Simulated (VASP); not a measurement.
# HgTe (Coloradoite) (F-43m) in VASP: further runs

Aim: see how the results for HgTe (Coloradoite) move with the level of theory and the settings. Levels: revPBE, BLYP+D3(BJ), r2SCAN+D4, PBE. Tasks: single point.

Everything below comes from runs of VASP 6.6.1. Logs are shortened: lines on timing, memory, paths and dates and some standing lists are left out, and cuts for length are marked.

## Step 1: The cell of the first run

Symmetry: F-43m, No. 216, cubic system. The conventional cell has a = 6.555 Å, b = 6.555 Å, c = 6.555 Å, α = 90.00°, β = 90.00°, γ = 90.00°. Within 3.7 Å of Hg (site symmetry -43m) lie 4 Te at 2.84 Å. Within 3.7 Å of Te (site symmetry -43m) lie 4 Hg at 2.84 Å.

## Step 2: Single point, revPBE

The input, INCAR:

```
PREC = Accurate
ENCUT = 520
EDIFF = 1E-7
ISMEAR = -1
SIGMA = 0.05
LREAL = F
LASPH = T
NELM = 100
ALGO = Normal
ISIF = 2
LWAVE = F
LCHARG = F
GGA = RE
NBANDS = 16
```

The input, KPOINTS:

```
regular mesh
0
Gamma
  7 7 7
```

The input, POSCAR:

```
HgTe
1.0
    0.0000000000      3.2775454177      3.2775454177
    3.2775454177      0.0000000000      3.2775454177
    3.2775454177      3.2775454177      0.0000000000
Hg Te
1 1
Direct
    0.0000000000      0.0000000000      0.0000000000
    0.7500000000      0.7500000000      0.7500000000
```

Potentials or basis: VASP PAW PBE potentials, release 64 (Hg, Te).

The run is started by

```console
$ cat potpaw_PBE.64/Hg/POTCAR potpaw_PBE.64/Te/POTCAR > POTCAR
$ mpirun -np 1 vasp_std > vasp.out
```

OUTCAR:

```text
PREC = Accurate
   ENCUT = 520
   EDIFF = 1E-7
   ISMEAR = -1
   LREAL = F
   LASPH = T
   NELM = 100
   ISIF = 2
   GGA = RE

 ion  position               nearest neighbor table
   1  0.000  0.000  0.000-   2 2.84   2 2.84   2 2.84   2 2.84
   2  0.750  0.750  0.750-   1 2.84   1 2.84   1 2.84   1 2.84

  LATTYP: Found a face centered cubic cell.
 ALAT       =     6.5550908354

  Lattice vectors:

 A1 = (   0.0000000000,   3.2775454177,   3.2775454177)
 A2 = (   3.2775454177,   0.0000000000,   3.2775454177)
 A3 = (   3.2775454177,   3.2775454177,   0.0000000000)

Analysis of symmetry for initial positions (statically):
=====================================================================
 Subroutine PRICEL returns:
 Original cell was already a primitive cell.

 Routine SETGRP: Setting up the symmetry group for a
 face centered cubic supercell.

 Subroutine GETGRP returns: Found 24 space group operations
 (whereof 24 operations were pure point group operations)
 out of a pool of 48 trial point group operations.

The static configuration has the point symmetry T_d .

Analysis of symmetry for dynamics (positions and initial velocities):
=====================================================================
 Subroutine PRICEL returns:
 Original cell was already a primitive cell.

 Routine SETGRP: Setting up the symmetry group for a
 face centered cubic supercell.

 Subroutine GETGRP returns: Found 24 space group operations
 (whereof 24 operations were pure point group operations)
 out of a pool of 48 trial point group operations.

The dynamic configuration has the point symmetry T_d .

 Subroutine INISYM returns: Found 24 space group operations
 (whereof 24 operations are pure point group operations),
 and found     1 'primitive' translations

----------------------------------------------------------------------------------------

                                     Primitive cell

  volume of cell :      70.4168

  direct lattice vectors                    reciprocal lattice vectors
     0.000000000  3.277545418  3.277545418    -0.152553187  0.152553187  0.152553187
     3.277545418  0.000000000  3.277545418     0.152553187 -0.152553187  0.152553187
     3.277545418  3.277545418  0.000000000     0.152553187  0.152553187 -0.152553187

  length of vectors
     4.635149181  4.635149181  4.635149181     0.264229871  0.264229871  0.264229871

  position of ions in fractional coordinates (direct lattice)
     0.000000000  0.000000000  0.000000000
     0.750000000  0.750000000  0.750000000

  ion indices of the primitive-cell ions
   primitive index   ion index
                 1           1
                 2           2

----------------------------------------------------------------------------------------

 KPOINTS: regular mesh

Automatic generation of k-mesh.
 Grid dimensions read from file:
 generate k-points for:    7    7    7

 Generating k-lattice:

  Cartesian coordinates                     Fractional coordinates (reciprocal lattice)
    -0.021793312  0.021793312  0.021793312     0.142857143  0.000000000  0.000000000
     0.021793312 -0.021793312  0.021793312     0.000000000  0.142857143  0.000000000
     0.021793312  0.021793312 -0.021793312     0.000000000  0.000000000  0.142857143

  Length of vectors
     0.037747124  0.037747124  0.037747124

  Shift w.r.t. Gamma in fractional coordinates (k-lattice)
     0.000000000  0.000000000  0.000000000

 Subroutine IBZKPT returns following result:
 ===========================================

 Found     20 irreducible k-points:

 Following reciprocal coordinates:
            Coordinates               Weight
  0.000000  0.000000  0.000000      1.000000
  0.142857  0.000000  0.000000      8.000000
  0.285714  0.000000  0.000000      8.000000
  0.428571  0.000000  0.000000      8.000000
  0.142857  0.142857  0.000000      6.000000
  0.285714  0.142857  0.000000     24.000000
[... 12 lines left out ...]
 -0.428571  0.428571  0.142857     24.000000
 -0.285714  0.428571  0.142857     24.000000
   k-points           NKPTS =     20   k-points in BZ     NKDIM =     20   number of bands    NBANDS=     16
   number of dos      NEDOS =    301   number of ions     NIONS =      2
   total plane-waves  NPLWV =  46656
   dimension x,y,z NGX =    36 NGY =   36 NGZ =   36
   dimension x,y,z NGXF=    72 NGYF=   72 NGZF=   72
   ions per type =               1   1
   NGX,Y,Z   is equivalent  to a cutoff of  12.91, 12.91, 12.91 a.u.
   NGXF,Y,Z  is equivalent  to a cutoff of  25.82, 25.82, 25.82 a.u.
 SYSTEM =  unknown system
   PREC   = accura    normal or accurate (medium, high low for compatibility)
   ISTART =      0    job   : 0-new  1-cont  2-samecut
   ICHARG =      2    charge: 1-file 2-atom 10-const
   ISPIN  =      1    spin polarized calculation?
   LNONCOLLINEAR =      F non collinear calculations
   LSORBIT =      F    spin-orbit coupling
   LASPH  =      T    aspherical Exc in radial PAW
   ENCUT  =  520.0 eV  38.22 Ry    6.18 a.u.   8.62  8.62  8.62*2*pi/ulx,y,z
   NELM   =    100;   NELMIN=  2; NELMDL= -5     # of ELM steps
   EDIFF  = 0.1E-06   stopping-criterion for ELM
   LREAL  =      F    real-space projection
   EDIFFG = 0.1E-05   stopping-criterion for IOM
   NSW    =      0    number of steps for IOM
   IBRION =     -1    ionic relax: 0-MD 1-quasi-New 2-CG
   NFREE  =      0    steps in history (QN), initial steepest desc. (CG)
   ISIF   =      2    stress and relaxation
   ISYM   =      2    0-nonsym 1-usesym 2-fastsym
   POTIM  = 0.5000    time-step for ionic-motion
   TEBEG  =    0.0;   TEEND  =   0.0 temperature during run
   PSTRESS=    0.0 pullay stress
   NELECT =      18.0000    total number of electrons
   NUPDOWN=      -1.0000    fix difference up-down
   EMIN   =  10.00;   EMAX   =-10.00  energy-range for DOS
   EFERMI =   0.00;   METHOD = LEGACY
   ISMEAR =    -1;   SIGMA  =   0.05  broadening in eV -4-tet -1-fermi 0-gaus
   EFERMI_NEDOS =   21; number of points for ismear=-14 and -15
   IALGO  =     38    algorithm
   IMIX   =      4    mixing-type and parameters
     AMIX     =   0.40;   BMIX     =  1.00
     AMIX_MAG =   1.60;   BMIX_MAG =  1.00
  volume/ion in A,a.u.               =      35.21       237.60
  Fermi-wavevector in a.u.,A,eV,Ry     =   1.038979  1.963386 14.687193  1.079478
  Thomas-Fermi vector in A             =   2.173489
   LORBIT       =      0    0 simple, 1 ext, 2 COOP (PROOUT), +10 PAW based schemes
   GGA     = RE    functional components
   LHFCALC =     F    Hartree Fock is set to
   AEXX    =    0.0000 exact exchange contribution
   IVDW    =     0    specifies the selected vdW correction
   LEPSILON=     F    determine dielectric tensor
   LRPA    =     F    only Hartree local field effects (RPA)
 non-spin polarized calculation
  energy-cutoff  :      520.00
  volume of cell :       70.42
 maximum number of plane-waves:      1917
   NGX = 17   NGY = 17   NGZ = 17

 number of electron      18.0000002 magnetization

 Free energy of the ion-electron system (eV)
  ---------------------------------------------------
  ext. energy  EPLUGINS =         0.00000000
  ---------------------------------------------------
  free energy    TOTEN  =        -2.98349068 eV

  energy without entropy =       -2.98273244  energy(sigma->0) =       -2.98311156

 E-fermi :   2.7924     XC(G=0):  -8.3810

 val. band max:        2.7476217423   @ k =   0.0000   0.0000   0.0000
 cond. band min:       3.4712380706   @ k =   0.1429   0.0000   0.0000
 fundamental gap:      0.7236163283
 Fermi energy:         2.7923928818

 k-point     1 :       0.0000    0.0000    0.0000
  band No.  band energies     occupation
      1      -8.9160      2.00000
      2      -4.3746      2.00000
      3      -4.3746      2.00000
      4      -4.3746      2.00000
      5      -3.8974      2.00000
      6      -3.8974      2.00000
[... 8 lines left out ...]
     15      12.2472      0.00000
     16      12.2472      0.00000

 k-point     2 :       0.1429    0.0000    0.0000
  band No.  band energies     occupation
      1      -8.8256      2.00000
      2      -4.3498      2.00000
      3      -4.3498      2.00000
      4      -4.3327      2.00000
      5      -3.8993      2.00000
      6      -3.8993      2.00000
[... 8 lines left out ...]
     15      11.4681      0.00000
     16      11.4681      0.00000

 k-point     3 :       0.2857    0.0000    0.0000
  band No.  band energies     occupation
      1      -8.6115      2.00000
      2      -4.2994      2.00000
      3      -4.2994      2.00000
      4      -4.1476      2.00000
      5      -3.8955      2.00000
      6      -3.8955      2.00000
[... 8 lines left out ...]
     15      11.4212      0.00000
     16      11.4212      0.00000

 k-point     4 :       0.4286    0.0000    0.0000
  band No.  band energies     occupation
      1      -8.4278      2.00000
      2      -4.2668      2.00000
      3      -4.2668      2.00000
      4      -3.8814      2.00000
      5      -3.8814      2.00000
      6      -3.7455      2.00000
[... 8 lines left out ...]
     15      12.4117      0.00000
     16      12.4117      0.00000
[... 248 lines left out ...]
 k-point    18 :      -0.4286    0.2857    0.1429
  band No.  band energies     occupation
      1      -8.3130      2.00000
      2      -4.2127      2.00000
      3      -4.1885      2.00000
      4      -3.9553      2.00000
      5      -3.8855      2.00000
      6      -3.6012      2.00000
[... 8 lines left out ...]
     15      12.6432      0.00000
     16      13.4216      0.00000

 k-point    19 :      -0.4286    0.4286    0.1429
  band No.  band energies     occupation
      1      -8.2507      2.00000
      2      -4.1795      2.00000
      3      -4.1295      2.00000
      4      -4.0238      2.00000
      5      -3.8672      2.00000
      6      -3.5144      2.00000
[... 8 lines left out ...]
     15      13.3844      0.00000
     16      13.7531      0.00000

 k-point    20 :      -0.2857    0.4286    0.1429
  band No.  band energies     occupation
      1      -8.2350      2.00000
      2      -4.1796      2.00000
      3      -4.1385      2.00000
      4      -3.9541      2.00000
      5      -3.9043      2.00000
      6      -3.3912      2.00000
[... 8 lines left out ...]
     15      12.8057      0.00000
     16      14.4492      0.00000

------------------------ aborting loop because EDIFF is reached ----------------------------------------

  FORCE on cell =-STRESS in cart. coord.  units (eV):
  Direction    XX          YY          ZZ          XY          YZ          ZX
  --------------------------------------------------------------------------------------
  -------------------------------------------------------------------------------------
  Total        1.2820762      1.2820762      1.2820762      0.0000000      0.0000000     -0.0000000
  in kB       29.1707942     29.1707942     29.1707942      0.0000000      0.0000000     -0.0000000
  external PRESSURE =      29.1707942 kB  Pullay stress =       0.0000000 kB

 VOLUME and BASIS-vectors are now :
 -----------------------------------------------------------------------------
  energy-cutoff  :      520.00
  volume of cell :       70.42
      direct lattice vectors                 reciprocal lattice vectors
     0.000000000  3.277545418  3.277545418    -0.152553187  0.152553187  0.152553187
     3.277545418  0.000000000  3.277545418     0.152553187 -0.152553187  0.152553187
     3.277545418  3.277545418  0.000000000     0.152553187  0.152553187 -0.152553187

 POSITION                                       TOTAL-FORCE (eV/Angst)
 -----------------------------------------------------------------------------------
      0.00000      0.00000      0.00000        -0.000000     -0.000000     -0.000000
      4.91632      4.91632      4.91632         0.000000      0.000000      0.000000
 -----------------------------------------------------------------------------------
    total drift:                                0.000000      0.000000      0.000000

  FREE ENERGIE OF THE ION-ELECTRON SYSTEM (eV)
  ---------------------------------------------------
  free  energy   TOTEN  =        -2.9834906832 eV

  energy  without entropy=       -2.9827324405  energy(sigma->0) =       -2.98311156
```

Run time: 20 s. Hardware: 1 thread of AMD EPYC 9R45 (Zen 5), shared host; peak memory 0.18 GiB.

Results:

* Free energy: -2.9835 eV
* Pressure: 2.9 GPa
* Band gap on the k mesh: zero (filled and empty bands touch)

Caveat: the PAW data sets were made with another functional, which shifts forces and pressure a little; spin-orbit coupling is left out, which moves the levels of the heavy elements.

## Step 3: Single point, BLYP+D3(BJ)

The input, INCAR:

```
SYSTEM = HgTe
PREC = Accurate
ENCUT = 520
EDIFF = 1E-6
ISMEAR = -1
SIGMA = 0.05
LREAL = .False.
LASPH = .True.
NELM = 80
ALGO = Normal
ISIF = 2
LWAVE = .False.
LCHARG = .False.
GGA = B5
ALDAX = 1.0
AGGAX = 1.0
AGGAC = 1.0
ALDAC = 0.0
IVDW = 12
VDW_S6 = 1.0
VDW_S8 = 2.6996
VDW_A1 = 0.4298
VDW_A2 = 4.2359
NBANDS = 16
```

The input, KPOINTS:

```
Automatic mesh
0
Gamma
  7 7 7
  0 0 0
```

POSCAR is that of step 2.

Potentials or basis: VASP PAW PBE potentials, release 64 (Hg, Te).

The run is started by

```console
$ cat potpaw_PBE.64/Hg/POTCAR potpaw_PBE.64/Te/POTCAR > POTCAR
$ mpirun -np 1 vasp_std > vasp.out
```

OUTCAR:

```text
SYSTEM = HgTe
   PREC = Accurate
   ENCUT = 520
   EDIFF = 1E-6
   ISMEAR = -1
   LREAL = .False.
   LASPH = .True.
   NELM = 80
   ISIF = 2
   GGA = B5
   IVDW = 12
 IVDW          = 12

 ion  position               nearest neighbor table
   1  0.000  0.000  0.000-   2 2.84   2 2.84   2 2.84   2 2.84
   2  0.750  0.750  0.750-   1 2.84   1 2.84   1 2.84   1 2.84

  LATTYP: Found a face centered cubic cell.
 ALAT       =     6.5550908354

  Lattice vectors:

 A1 = (   0.0000000000,   3.2775454177,   3.2775454177)
 A2 = (   3.2775454177,   0.0000000000,   3.2775454177)
 A3 = (   3.2775454177,   3.2775454177,   0.0000000000)

Analysis of symmetry for initial positions (statically):
=====================================================================
 Subroutine PRICEL returns:
 Original cell was already a primitive cell.

 Routine SETGRP: Setting up the symmetry group for a
 face centered cubic supercell.

 Subroutine GETGRP returns: Found 24 space group operations
 (whereof 24 operations were pure point group operations)
 out of a pool of 48 trial point group operations.

The static configuration has the point symmetry T_d .

Analysis of symmetry for dynamics (positions and initial velocities):
[... 156 lines left out ...]
 cond. band min:       3.7413808660   @ k =   0.1429   0.0000   0.0000
 fundamental gap:      0.6512508007
 Fermi energy:         3.1349605734

 k-point     1 :       0.0000    0.0000    0.0000
  band No.  band energies     occupation
      1      -8.6211      2.00000
      2      -4.0552      2.00000
      3      -4.0552      2.00000
      4      -4.0552      2.00000
      5      -3.5780      2.00000
      6      -3.5780      2.00000
[... 357 lines left out ...]
      3      -3.8203      2.00000
      4      -3.6368      2.00000
      5      -3.5856      2.00000
      6      -3.0828      2.00000
[... 8 lines left out ...]
     15      13.1801      0.00000
     16      14.7922      0.00000

------------------------ aborting loop because EDIFF is reached ----------------------------------------

 Edisp (eV)   -1.57007

 E8    (eV) :    -1.1718

  FORCE on cell =-STRESS in cart. coord.  units (eV):
  Direction    XX          YY          ZZ          XY          YZ          ZX
  --------------------------------------------------------------------------------------
  -------------------------------------------------------------------------------------
  Total       0.20955     0.20955     0.20955    -0.00000    -0.00000     0.00000
  in kB       4.76775     4.76775     4.76775    -0.00000    -0.00000     0.00000
  external pressure =        4.77 kB  Pullay stress =        0.00 kB

 VOLUME and BASIS-vectors are now :
 -----------------------------------------------------------------------------
  energy-cutoff  :      520.00
  volume of cell :       70.42
      direct lattice vectors                 reciprocal lattice vectors
     0.000000000  3.277545418  3.277545418    -0.152553187  0.152553187  0.152553187
     3.277545418  0.000000000  3.277545418     0.152553187 -0.152553187  0.152553187
     3.277545418  3.277545418  0.000000000     0.152553187  0.152553187 -0.152553187

 POSITION                                       TOTAL-FORCE (eV/Angst)
 -----------------------------------------------------------------------------------
      0.00000      0.00000      0.00000         0.000000      0.000000      0.000000
      4.91632      4.91632      4.91632        -0.000000     -0.000000     -0.000000
 -----------------------------------------------------------------------------------
    total drift:                               -0.000000     -0.000000     -0.000000

  FREE ENERGIE OF THE ION-ELECTRON SYSTEM (eV)
  ---------------------------------------------------
  free  energy   TOTEN  =        -4.1464901504 eV

  energy  without entropy=       -4.1457307098  energy(sigma->0) =       -4.14611043
```

stdout:

```text
POSCAR found type information on POSCAR HgTe
 POSCAR found :  2 types and       2 ions
 scaLAPACK will be used
 -----------------------------------------------------------------------------
|                                                                             |
|                                                                             |
|     You enforced a specific xc type in the INCAR file but a different       |
|     I HOPE YOU KNOW WHAT YOU ARE DOING!                                     |
|                                                                             |
 -----------------------------------------------------------------------------

 LDA part: xc-table for (Slater(with rela. corr.)+VWN5), standard interpolation
 POSCAR, INCAR and KPOINTS ok, starting setup
 FFT: planning ... GRIDC
 FFT: planning ... GRID_SOFT
 FFT: planning ... GRID
 WAVECAR not read
 entering main loop
```

Run time: 27 s. Hardware: 1 thread of AMD EPYC 9R45 (Zen 5), shared host; peak memory 0.18 GiB.

Results:

```
Free energy                : -4.1465 eV
Pressure                   : 0.5 GPa
Band gap on the k mesh     : zero (filled and empty bands touch)
Dispersion energy per atom : -0.785 eV
```

Levels at points of the mesh, in eV from the Fermi level:
```
           k point  band 5  band 6  band 7  band 8  band 9  band 10  band 11  band 12  band 13  band 14
(0.00, 0.00, 0.00)   -6.71   -6.71   -0.94   -0.04   -0.04    -0.04     4.28     4.28     4.28     6.59
```

Caveat: the PAW data sets were made with another functional, which shifts forces and pressure a little; spin-orbit coupling is left out, which moves the levels of the heavy elements; pairwise dispersion overbinds metals, which lowers pressure and volume.

(Part 1 of 2 ends here.)
